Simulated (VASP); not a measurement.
# BN (I-4m2) in VASP: a series of runs, part 3 of 4

VASP 6.6.1. The steps go on from the part before.

## 4. Single point, PBE (uniaxial z strain -1.0%)

Input file INCAR:

```
SYSTEM = BN
PREC = Accurate
ENCUT = 520
EDIFF = 1E-6
ISMEAR = 0
SIGMA = 0.01
LREAL = .FALSE.
LASPH = .TRUE.
NELM = 60
ALGO = Normal
ISIF = 2
LWAVE = .FALSE.
LCHARG = .TRUE.
GGA = PE
LELF = .TRUE.
LVHAR = .TRUE.
NBANDS = 11
```

Input file KPOINTS:

```
regular mesh
0
G
  6 6 6
  0 0 0
```

Input file POSCAR:

```
BN
1.0
    0.0000000000      1.8048254650      1.7867772104
    1.8048254650      0.0000000000      1.7867772104
    1.8048254650      1.8048254650      0.0000000000
B N
1 1
Direct
    0.0000000000      0.0000000000      0.0000000000
    0.2500000000      0.2500000000      0.2500000000
```

Potentials or basis: VASP PAW PBE potentials, release 64 (B, N).

On the command line:

```console
$ cat potpaw_PBE.64/B/POTCAR potpaw_PBE.64/N/POTCAR > POTCAR
$ mpirun -np 1 vasp_std > vasp.out
```

OUTCAR:

```text
SYSTEM = BN
   PREC = Accurate
   ENCUT = 520
   EDIFF = 1E-6
   ISMEAR = 0
   LREAL = .FALSE.
   LASPH = .TRUE.
   NELM = 60
   ISIF = 2
   GGA = PE

 ion  position               nearest neighbor table
   1  0.000  0.000  0.000-   2 1.56   2 1.56   2 1.56   2 1.56
   2  0.250  0.250  0.250-   1 1.56   1 1.56   1 1.56   1 1.56

  LATTYP: Found a body centered tetragonal cell.
 ALAT       =     2.5524086503
 C/A-ratio  =     1.4000714268

  Lattice vectors:

 A1 = (   0.0000000000,  -1.8048254650,  -1.7867772104)
 A2 = (   0.0000000000,   1.8048254650,  -1.7867772104)
 A3 = (   1.8048254650,   0.0000000000,   1.7867772104)

Analysis of symmetry for initial positions (statically):
=====================================================================
 Subroutine PRICEL returns:
 Original cell was already a primitive cell.

 Routine SETGRP: Setting up the symmetry group for a
 body centered tetragonal supercell.

 Subroutine GETGRP returns: Found  8 space group operations
 (whereof  8 operations were pure point group operations)
 out of a pool of 16 trial point group operations.

The static configuration has the point symmetry D_2d.

Analysis of symmetry for dynamics (positions and initial velocities):
=====================================================================
 Subroutine PRICEL returns:
 Original cell was already a primitive cell.

 Routine SETGRP: Setting up the symmetry group for a
 body centered tetragonal supercell.

 Subroutine GETGRP returns: Found  8 space group operations
 (whereof  8 operations were pure point group operations)
 out of a pool of 16 trial point group operations.

The dynamic configuration has the point symmetry D_2d.

 Subroutine INISYM returns: Found  8 space group operations
 (whereof  8 operations are pure point group operations),
 and found     1 'primitive' translations

----------------------------------------------------------------------------------------

                                     Primitive cell

  volume of cell :      11.6405

  direct lattice vectors                    reciprocal lattice vectors
     0.000000000  1.804825465  1.786777210    -0.277035098  0.277035098  0.279833433
     1.804825465  0.000000000  1.786777210     0.277035098 -0.277035098  0.279833433
     1.804825465  1.804825465  0.000000000     0.277035098  0.277035098 -0.279833433

  length of vectors
     2.539678672  2.539678672  2.552408650     0.481459906  0.481459906  0.481459906

  position of ions in fractional coordinates (direct lattice)
     0.000000000  0.000000000  0.000000000
     0.250000000  0.250000000  0.250000000

  ion indices of the primitive-cell ions
   primitive index   ion index
                 1           1
                 2           2

----------------------------------------------------------------------------------------

 KPOINTS: regular mesh

Automatic generation of k-mesh.
 Grid dimensions read from file:
 generate k-points for:    6    6    6

 Generating k-lattice:

  Cartesian coordinates                     Fractional coordinates (reciprocal lattice)
    -0.046172516  0.046172516  0.046638905     0.166666667  0.000000000  0.000000000
     0.046172516 -0.046172516  0.046638905     0.000000000  0.166666667  0.000000000
     0.046172516  0.046172516 -0.046638905     0.000000000  0.000000000  0.166666667

  Length of vectors
     0.080243318  0.080243318  0.080243318

  Shift w.r.t. Gamma in fractional coordinates (k-lattice)
     0.000000000  0.000000000  0.000000000

 Subroutine IBZKPT returns following result:
 ===========================================

 Found     30 irreducible k-points:

 Following reciprocal coordinates:
            Coordinates               Weight
  0.000000  0.000000  0.000000      1.000000
  0.166667 -0.000000  0.000000      8.000000
  0.333333 -0.000000  0.000000      8.000000
  0.500000 -0.000000  0.000000      4.000000
  0.166667  0.166667  0.000000      2.000000
  0.333333  0.166667  0.000000      8.000000
[... 16 lines left out ...]
  0.333333  0.000000  0.333333      4.000000
  0.500000 -0.000000  0.333333     16.000000
 [... further k-points ...]
   k-points           NKPTS =     30   k-points in BZ     NKDIM =     30   number of bands    NBANDS=     11
   number of dos      NEDOS =    301   number of ions     NIONS =      2
   total plane-waves  NPLWV =   8000
   dimension x,y,z NGX =    20 NGY =   20 NGZ =   20
   dimension x,y,z NGXF=    40 NGYF=   40 NGZF=   40
   ions per type =               1   1
   NGX,Y,Z   is equivalent  to a cutoff of  13.09, 13.09, 13.03 a.u.
   NGXF,Y,Z  is equivalent  to a cutoff of  26.18, 26.18, 26.05 a.u.
 SYSTEM =  BN
   PREC   = accura    normal or accurate (medium, high low for compatibility)
   ISTART =      0    job   : 0-new  1-cont  2-samecut
   ICHARG =      2    charge: 1-file 2-atom 10-const
   ISPIN  =      1    spin polarized calculation?
   LNONCOLLINEAR =      F non collinear calculations
   LSORBIT =      F    spin-orbit coupling
   LASPH  =      T    aspherical Exc in radial PAW
   ENCUT  =  520.0 eV  38.22 Ry    6.18 a.u.   4.72  4.72  4.75*2*pi/ulx,y,z
   NELM   =     60;   NELMIN=  2; NELMDL= -5     # of ELM steps
   EDIFF  = 0.1E-05   stopping-criterion for ELM
   LREAL  =      F    real-space projection
   EDIFFG = 0.1E-04   stopping-criterion for IOM
   NSW    =      0    number of steps for IOM
   IBRION =     -1    ionic relax: 0-MD 1-quasi-New 2-CG
   NFREE  =      0    steps in history (QN), initial steepest desc. (CG)
   ISIF   =      2    stress and relaxation
   ISYM   =      2    0-nonsym 1-usesym 2-fastsym
   POTIM  = 0.5000    time-step for ionic-motion
   TEBEG  =    0.0;   TEEND  =   0.0 temperature during run
   PSTRESS=    0.0 pullay stress
   NELECT =       8.0000    total number of electrons
   NUPDOWN=      -1.0000    fix difference up-down
   EMIN   =  10.00;   EMAX   =-10.00  energy-range for DOS
   EFERMI =   0.00;   METHOD = LEGACY
   ISMEAR =     0;   SIGMA  =   0.01  broadening in eV -4-tet -1-fermi 0-gaus
   EFERMI_NEDOS =   21; number of points for ismear=-14 and -15
   IALGO  =     38    algorithm
   IMIX   =      4    mixing-type and parameters
     AMIX     =   0.40;   BMIX     =  1.00
     AMIX_MAG =   1.60;   BMIX_MAG =  1.00
  volume/ion in A,a.u.               =       5.82        39.28
  Fermi-wavevector in a.u.,A,eV,Ry     =   1.444712  2.730109 28.397974  2.087192
  Thomas-Fermi vector in A             =   2.562976
   LORBIT       =      0    0 simple, 1 ext, 2 COOP (PROOUT), +10 PAW based schemes
   GGA     = PE    functional components
   LHFCALC =     F    Hartree Fock is set to
   AEXX    =    0.0000 exact exchange contribution
   IVDW    =     0    specifies the selected vdW correction
   LEPSILON=     F    determine dielectric tensor
   LRPA    =     F    only Hartree local field effects (RPA)
 non-spin polarized calculation
 Gauss-broadening in eV      SIGMA  =   0.01
  energy-cutoff  :      520.00
  volume of cell :       11.64
 maximum number of plane-waves:       331
   NGX =  9   NGY =  9   NGZ =  9

 number of electron       7.9999999 magnetization

 Free energy of the ion-electron system (eV)
  ---------------------------------------------------
  ext. energy  EPLUGINS =         0.00000000
  ---------------------------------------------------
  free energy    TOTEN  =       -17.43748559 eV

  energy without entropy =      -17.43748559  energy(sigma->0) =      -17.43748559

 E-fermi :   7.7852     XC(G=0): -12.8931

 val. band max:        7.6512227669   @ k =   0.0000   0.0000   0.0000
 cond. band min:      11.9415133044   @ k =   0.5000   0.5000   0.0000
 fundamental gap:      4.2902905375
 Fermi energy:         7.7851531690

 k-point     1 :       0.0000    0.0000    0.0000
  band No.  band energies     occupation
      1     -12.8121      2.00000
      2       7.5526      2.00000
      3       7.5526      2.00000
      4       7.6512      2.00000
      5      16.4252      0.00000
      6      16.4971      0.00000
      7      16.4971      0.00000
      8      18.1704      0.00000
      9      32.6099      0.00000
     10      35.2684      0.00000
     11      35.7735      0.00000
[... 309 lines left out ...]
 k-point    24 :       0.5000   -0.0000    0.3333
  band No.  band energies     occupation
      1      -7.7298      2.00000
      2      -0.6420      2.00000
      3       1.5739      2.00000
      4       3.2480      2.00000
      5      13.9153      0.00000
      6      18.9009      0.00000
      7      23.9016      0.00000
      8      24.1882      0.00000
      9      27.7666      0.00000
     10      34.4909      0.00000
     11      38.0679      0.00000

 [... further k-points ...]
[... 5 lines left out ...]
  --------------------------------------------------------------------------------------
  -------------------------------------------------------------------------------------
  Total        0.5099862      0.5099862      0.9581168      0.0000000      0.0000000      0.0000000
  in kB       70.1937060     70.1937060    131.8737073      0.0000000      0.0000000      0.0000000
  external PRESSURE =      90.7537064 kB  Pullay stress =       0.0000000 kB

 VOLUME and BASIS-vectors are now :
 -----------------------------------------------------------------------------
  energy-cutoff  :      520.00
  volume of cell :       11.64
      direct lattice vectors                 reciprocal lattice vectors
     0.000000000  1.804825465  1.786777210    -0.277035098  0.277035098  0.279833433
     1.804825465  0.000000000  1.786777210     0.277035098 -0.277035098  0.279833433
     1.804825465  1.804825465  0.000000000     0.277035098  0.277035098 -0.279833433

 POSITION                                       TOTAL-FORCE (eV/Angst)
 -----------------------------------------------------------------------------------
      0.00000      0.00000      0.00000        -0.000000     -0.000000     -0.000000
      0.90241      0.90241      0.89339         0.000000      0.000000      0.000000
 -----------------------------------------------------------------------------------
    total drift:                                0.000000      0.000000     -0.000000

  FREE ENERGIE OF THE ION-ELECTRON SYSTEM (eV)
  ---------------------------------------------------
  free  energy   TOTEN  =       -17.4374855946 eV

  energy  without entropy=      -17.4374855946  energy(sigma->0) =      -17.43748559
```

OSZICAR:

```text
N       E                     dE             d eps       ncg     rms          rms(c)
DAV:   1     0.103095084210E+02    0.10310E+02   -0.50343E+03   668   0.728E+02
DAV:   2    -0.179186512989E+02   -0.28228E+02   -0.27512E+02   802   0.165E+02
DAV:   3    -0.184269601621E+02   -0.50831E+00   -0.50763E+00   765   0.189E+01
DAV:   4    -0.184274980708E+02   -0.53791E-03   -0.53790E-03   711   0.704E-01
DAV:   5    -0.184274985589E+02   -0.48808E-06   -0.48808E-06   753   0.210E-02    0.679E+00
DAV:   6    -0.175289657347E+02    0.89853E+00   -0.29235E+00   690   0.994E+00    0.332E+00
DAV:   7    -0.174519571452E+02    0.77009E-01   -0.10995E-01   711   0.272E+00    0.194E+00
DAV:   8    -0.174372026162E+02    0.14755E-01   -0.36186E-02   720   0.139E+00    0.200E-01
DAV:   9    -0.174373957010E+02   -0.19308E-03   -0.93434E-04   696   0.259E-01    0.843E-02
DAV:  10    -0.174374804725E+02   -0.84772E-04   -0.11820E-04   723   0.930E-02    0.153E-02
DAV:  11    -0.174374855765E+02   -0.51041E-05   -0.87910E-06   746   0.245E-02    0.105E-02
DAV:  12    -0.174374855946E+02   -0.18070E-07   -0.14929E-06   402   0.845E-03
   1 F= -.17437486E+02 E0= -.17437486E+02  d E =-.328125E-82
```

stdout:

```text
POSCAR found type information on POSCAR B N
 POSCAR found :  2 types and       2 ions
 scaLAPACK will be used
 LDA part: xc-table for (Slater+PW92), standard interpolation
 POSCAR, INCAR and KPOINTS ok, starting setup
 FFT: planning ... GRIDC
 FFT: planning ... GRID_SOFT
 FFT: planning ... GRID
 WAVECAR not read
 entering main loop
```

It took 5.2 s on 1 thread of AMD EPYC 7R13, shared host; peak memory 0.09 GiB.

Results:

```
Free energy            : -17.4375 eV
Pressure               : 9.1 GPa
Band gap on the k mesh : 4.29 eV, indirect (least direct gap 8.77 eV)
```

Caveat: the k points lie up to 0.50 Å⁻¹ apart; the cell differs from its parent crystal (uniaxial z strain -1.0%).

[end of part 3 of 4]
